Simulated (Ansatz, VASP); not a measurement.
GaN in VASP and in Ansatz

File POSCAR:

```
GaN
1.0
    0.0000000000      2.2489526313      2.2489526313
    2.2489526313      0.0000000000      2.2489526313
    2.2489526313      2.2489526313      0.0000000000
Ga N
1 1
Direct
    0.0000000000      0.0000000000      0.0000000000
    0.7500000000      0.7500000000      0.7500000000
```

File INCAR.step1:

```
PREC = Accurate
ENCUT = 520
EDIFF = 1E-5
ISMEAR = 0
SIGMA = 0.01
LREAL = False
LASPH = True
NELM = 80
ALGO = Normal
ISIF = 2
LWAVE = True
GGA = PE
NBANDS = 16
```

INCAR.step2

```
PREC = Accurate
ENCUT = 520
EDIFF = 1E-7
ISMEAR = 0
SIGMA = 0.01
LREAL = False
LASPH = True
NELM = 80
ALGO = Normal
ISIF = 2
LWAVE = False
LCHARG = True
GGA = PE
LHFCALC = True
AEXX = 0.25
PRECFOCK = Normal
LELF = True
LVHAR = True
ISTART = 1
NBANDS = 16
```

File KPOINTS:

```
Automatic mesh
0
Gamma
  6 6 6
```

Input for Ansatz:

```yaml
crystal:
  lattice:
    - [0.0, 2.2489526313, 2.2489526313]
    - [2.2489526313, 0.0, 2.2489526313]
    - [2.2489526313, 2.2489526313, 0.0]
  atoms:
    - { symbol: Ga, position: [0.0, 0.0, 0.0] }
    - { symbol: "N", position: [0.75, 0.75, 0.75] }
kpoints:
  mp_grid: { grid: [6, 6, 6] }
  band_path:
    path:
      - [0.0, 0.0, 0.0]
      - [-0.5, -0.5, 0.0]
      - [-0.375, -0.375, 0.25]
      - [-0.375, 0.0, 0.375]
      - [0.0, 0.0, 0.5]
      - [-0.5, -0.25, 0.25]
    npoints: 1
hamiltonian:
  xc: pbe0
scf:
  occupations: { method: fixed }
  n_extra_bands: 4
output:
  forces: true
  stress: true
  eigenvalues: true
```

Alike in both runs: task single point; functional PBE0; k mesh 6 × 6 × 6; no spin polarisation.

|  | VASP | Ansatz |
| --- | --- | --- |
| version | VASP 6.6.1 | Ansatz 0.2.0 |
| potentials or method | VASP PAW PBE potentials, release 64 (Ga_d, N) | plane waves, PAW |
| plane-wave cutoff (eV) | 520 | 420 |
| occupations | gaussian, width 0.01 eV | fixed |
| valence electrons in the cell | 18 | 18 |

Ansatz gave:

- gap on the k mesh at the Fermi level (eV): 3.70
- pressure (GPa): -0.2

Problem. Which values does VASP return?

Solution. gap on the k mesh at the Fermi level (eV): 3.75; pressure (GPa): -0.3.

Ansatz's warnings: stress exchange threshold loose, stress scf threshold loose.
